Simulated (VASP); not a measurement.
# WSe2 in VASP: a series of runs

Runs on WSe2. Level: LDA. Tasks: single point.

Program: VASP 6.6.1. These are calculated values, not measurements. Logs are shortened: lines on timing, memory, paths and dates and some standing lists are left out, and cuts for length are marked.

**1. The cell of the first run**

The cell holds a slab with vacuum, 3 atoms: a = 3.291 Å, b = 3.291 Å, c = 16.660 Å, α = 90.00°, β = 90.00°, γ = 120.00°.

**2. Single point, LDA**

The input, INCAR:

```
PREC = Accurate
ENCUT = 500
EDIFF = 1E-6
ISMEAR = 0
SIGMA = 0.05
LREAL = F
LASPH = T
NELM = 120
ALGO = Normal
ISIF = 2
LWAVE = F
LCHARG = F
NBANDS = 20
GGA_COMPAT = F
```

The input, KPOINTS:

```
regular mesh
0
Gamma
  9 9 2
```

The input, POSCAR:

```
WSe2
1.0
    3.2905780679      0.0000000000      0.0000000000
   -1.6452890339      2.8497241999      0.0000000000
    0.0000000000      0.0000000000     16.6603124568
W Se
1 2
Direct
    0.0000000000      0.0000000000     -0.0020626924
    0.3333333333      0.6666666667      0.1023289438
    0.3333333333      0.6666666667      0.9024728870
```

Potentials or basis: VASP PAW LDA potentials, release 64 (W_sv, Se).

On the command line:

```
cat potpaw_LDA.64/W_sv/POTCAR potpaw_LDA.64/Se/POTCAR > POTCAR
mpirun -np 1 vasp_std > vasp.out
```

OUTCAR:

```text
PREC = Accurate
   ENCUT = 500
   EDIFF = 1E-6
   ISMEAR = 0
   LREAL = F
   LASPH = T
   NELM = 120
   ISIF = 2

 ion  position               nearest neighbor table
   1  0.000  0.000  0.998-   3 2.48   3 2.48   3 2.48   2 2.58   2 2.58   2 2.58
   2  0.333  0.667  0.102-   1 2.58   1 2.58   1 2.58
   3  0.333  0.667  0.902-   1 2.48   1 2.48   1 2.48

  LATTYP: Found a hexagonal cell.
 ALAT       =     3.2905780679
 C/A-ratio  =     5.0630351607

  Lattice vectors:

 A1 = (   3.2905780679,   0.0000000000,   0.0000000000)
 A2 = (  -1.6452890339,   2.8497241999,   0.0000000000)
 A3 = (   0.0000000000,   0.0000000000,  16.6603124568)

Analysis of symmetry for initial positions (statically):
=====================================================================
 Subroutine PRICEL returns:
 Original cell was already a primitive cell.

 Routine SETGRP: Setting up the symmetry group for a
 hexagonal supercell.

 Subroutine GETGRP returns: Found  6 space group operations
 (whereof  6 operations were pure point group operations)
 out of a pool of 24 trial point group operations.

The static configuration has the point symmetry C_3v.

Analysis of symmetry for dynamics (positions and initial velocities):
=====================================================================
 Subroutine PRICEL returns:
 Original cell was already a primitive cell.

 Routine SETGRP: Setting up the symmetry group for a
 hexagonal supercell.

 Subroutine GETGRP returns: Found  6 space group operations
 (whereof  6 operations were pure point group operations)
 out of a pool of 24 trial point group operations.

The dynamic configuration has the point symmetry C_3v.

 Subroutine INISYM returns: Found  6 space group operations
 (whereof  6 operations are pure point group operations),
 and found     1 'primitive' translations

----------------------------------------------------------------------------------------

                                     Primitive cell

  volume of cell :     156.2277

  direct lattice vectors                    reciprocal lattice vectors
     3.290578068  0.000000000  0.000000000     0.303897972  0.175455576  0.000000000
    -1.645289034  2.849724200  0.000000000     0.000000000  0.350911151  0.000000000
[... 82 lines left out ...]
   LSORBIT =      F    spin-orbit coupling
   LASPH  =      T    aspherical Exc in radial PAW
   ENCUT  =  500.0 eV  36.75 Ry    6.06 a.u.   6.00  6.00 30.38*2*pi/ulx,y,z
   NELM   =    120;   NELMIN=  2; NELMDL= -5     # of ELM steps
   EDIFF  = 0.1E-05   stopping-criterion for ELM
   LREAL  =      F    real-space projection
   EDIFFG = 0.1E-04   stopping-criterion for IOM
   NSW    =      0    number of steps for IOM
   IBRION =     -1    ionic relax: 0-MD 1-quasi-New 2-CG
   NFREE  =      0    steps in history (QN), initial steepest desc. (CG)
   ISIF   =      2    stress and relaxation
   ISYM   =      2    0-nonsym 1-usesym 2-fastsym
   POTIM  = 0.5000    time-step for ionic-motion
   TEBEG  =    0.0;   TEEND  =   0.0 temperature during run
   PSTRESS=    0.0 pullay stress
   NELECT =      26.0000    total number of electrons
   NUPDOWN=      -1.0000    fix difference up-down
   EMIN   =  10.00;   EMAX   =-10.00  energy-range for DOS
   EFERMI =   0.00;   METHOD = LEGACY
   ISMEAR =     0;   SIGMA  =   0.05  broadening in eV -4-tet -1-fermi 0-gaus
   EFERMI_NEDOS =   21; number of points for ismear=-14 and -15
   IALGO  =     38    algorithm
   IMIX   =      4    mixing-type and parameters
     AMIX     =   0.40;   BMIX     =  1.00
     AMIX_MAG =   1.60;   BMIX_MAG =  1.00
  volume/ion in A,a.u.               =      52.08       351.43
  Fermi-wavevector in a.u.,A,eV,Ry     =   0.900492  1.701683 11.032773  0.810886
  Thomas-Fermi vector in A             =   2.023456
   LORBIT       =      0    0 simple, 1 ext, 2 COOP (PROOUT), +10 PAW based schemes
   GGA     = CA    functional components
   LHFCALC =     F    Hartree Fock is set to
   AEXX    =    0.0000 exact exchange contribution
   IVDW    =     0    specifies the selected vdW correction
   LEPSILON=     F    determine dielectric tensor
   LRPA    =     F    only Hartree local field effects (RPA)
 non-spin polarized calculation
 Gauss-broadening in eV      SIGMA  =   0.05
  energy-cutoff  :      500.00
  volume of cell :      156.23
 maximum number of plane-waves:      4038
 NGX is ok and might be reduce to    24
   NGX = 11   NGY = 11   NGZ = 61

 number of electron      26.0000000 magnetization

 Free energy of the ion-electron system (eV)
  ---------------------------------------------------
  ext. energy  EPLUGINS =         0.00000000
  ---------------------------------------------------
  free energy    TOTEN  =       -24.03011908 eV

  energy without entropy =      -24.03011908  energy(sigma->0) =      -24.03011908

 E-fermi :  -0.8050     XC(G=0):  -4.9029

 val. band max:       -1.0275952789   @ k =   0.3333   0.3333   0.0000
 cond. band min:       0.5804190555   @ k =   0.3333   0.3333   0.5000
 fundamental gap:      1.6080143343
 Fermi energy:        -0.8050154802

 k-point     1 :       0.0000    0.0000    0.0000
  band No.  band energies     occupation
      1     -74.5424      2.00000
      2     -39.0577      2.00000
      3     -38.9205      2.00000
      4     -38.9205      2.00000
      5     -15.8102      2.00000
      6     -14.4949      2.00000
[... 541 lines left out ...]
     19       5.4988      0.00000
     20       7.6675      0.00000

------------------------ aborting loop because EDIFF is reached ----------------------------------------

  FORCE on cell =-STRESS in cart. coord.  units (eV):
  Direction    XX          YY          ZZ          XY          YZ          ZX
  --------------------------------------------------------------------------------------
  -------------------------------------------------------------------------------------
  Total       -1.0950948     -1.0950948     -0.5138621     -0.0000000      0.0000000      0.0000000
  in kB      -11.2306306    -11.2306306     -5.2698591     -0.0000000      0.0000000      0.0000000
  external PRESSURE =      -9.2437067 kB  Pullay stress =       0.0000000 kB

 VOLUME and BASIS-vectors are now :
 -----------------------------------------------------------------------------
  energy-cutoff  :      500.00
  volume of cell :      156.23
      direct lattice vectors                 reciprocal lattice vectors
     3.290578068  0.000000000  0.000000000     0.303897972  0.175455576  0.000000000
    -1.645289034  2.849724200  0.000000000     0.000000000  0.350911151  0.000000000
     0.000000000  0.000000000 16.660312457     0.000000000  0.000000000  0.060022884

 POSITION                                       TOTAL-FORCE (eV/Angst)
 -----------------------------------------------------------------------------------
      0.00000      0.00000     16.62595         0.000000     -0.000000      2.150718
     -0.00000      1.89982      1.70483        -0.000000      0.000000     -1.177933
     -0.00000      1.89982     15.03548        -0.000000      0.000000     -0.972785
 -----------------------------------------------------------------------------------
    total drift:                               -0.000000      0.000000      0.000013

  FREE ENERGIE OF THE ION-ELECTRON SYSTEM (eV)
  ---------------------------------------------------
  free  energy   TOTEN  =       -24.0301190828 eV

  energy  without entropy=      -24.0301190828  energy(sigma->0) =      -24.03011908
```

stdout:

```text
POSCAR found type information on POSCAR W Se
 POSCAR found :  2 types and       3 ions
 scaLAPACK will be used
 LDA part: xc-table for (Slater(with rela. corr.)+CA(PZ))
 , standard interpolation
 POSCAR, INCAR and KPOINTS ok, starting setup
 FFT: planning ... GRIDC
 FFT: planning ... GRID_SOFT
 FFT: planning ... GRID
 WAVECAR not read
 entering main loop
```

Wall time 66 s (1 thread of Intel Xeon Platinum 8488C (Sapphire Rapids), shared host); peak memory 0.24 GiB.

What came out:

| Item | Value |
| --- | --- |
| Free energy | -24.0301 eV |
| Largest force | 2.151 eV/Å |
| Band gap on the k mesh | 1.61 eV, direct |

Forces in eV/Å, atoms in the order of the input:
```
W    0.000  0.000  2.151
Se   0.000  0.000 -1.178
Se   0.000  0.000 -0.973
```

Levels at points of the mesh, in eV from the valence-band top:
```csv
k point,band 11,band 12,band 13,band 14,band 15,band 16
"(0.00, 0.00, 0.00)",-1.15,-1.15,-0.23,2.90,2.90,3.41
"(0.00, 0.00, 0.50)",-1.15,-1.15,-0.23,2.90,2.90,3.41
```

Caveat: spin-orbit coupling is left out, which moves the levels of the heavy elements.

**3. Single point, LDA**

The input, INCAR:

```
  PREC = Accurate
  ENCUT = 500
  EDIFF = 1E-6
  ISMEAR = 0
  SIGMA = 0.05
  LREAL = False
  LASPH = True
  NELM = 120
  ALGO = Normal
  ISIF = 2
  LWAVE = False
  LCHARG = True
  LELF = True
  LVHAR = True
  NBANDS = 20
  GGA_COMPAT = False
```

KPOINTS is that of step 2.

The input, POSCAR:

```
WSe2
1.0
    3.2905780679      0.0000000000      0.0000000000
   -1.6452890339      2.8497241999      0.0000000000
    0.0000000000      0.0000000000     16.6603124568
W Se
1 2
Direct
    0.0000000000      0.0000000000      0.0000000000
    0.3333333333      0.6666666667      0.0999280284
    0.3333333333      0.6666666667      0.9000719716
```

Potentials or basis: VASP PAW LDA potentials, release 64 (W_sv, Se).

On the command line:

```
cat potpaw_LDA.64/W_sv/POTCAR potpaw_LDA.64/Se/POTCAR > POTCAR
mpirun -np 1 vasp_std > vasp.out
```

Wall time 73 s (1 thread of Intel Xeon Platinum 8488C (Sapphire Rapids), shared host); peak memory 0.24 GiB.

It converged, with:

| Item | Value |
| --- | --- |
| Free energy | -24.1102 eV |
| Largest force | 0.196 eV/Å |
| Band gap on the k mesh | 1.60 eV, direct |

Forces on the atoms (eV/Å):
```
W    0.000  0.000  0.000
Se   0.000  0.000 -0.196
Se   0.000  0.000  0.196
```

Levels at points of the mesh, in eV from the valence-band top:
| k point | band 9 | band 10 | band 11 | band 12 | band 13 | band 14 | band 15 | band 16 | band 17 | band 18 |
| --- | --- | --- | --- | --- | --- | --- | --- | --- | --- | --- |
| (0.00, 0.00, 0.00) | -2.37 | -2.14 | -1.22 | -1.22 | -0.33 | 3.01 | 3.01 | 3.22 | 3.22 | 4.38 |
| (0.00, 0.00, 0.50) | -2.37 | -2.14 | -1.22 | -1.22 | -0.33 | 3.01 | 3.01 | 3.22 | 3.22 | 4.42 |

Caveat: spin-orbit coupling is left out, which moves the levels of the heavy elements.

[end of part 1 of 2]
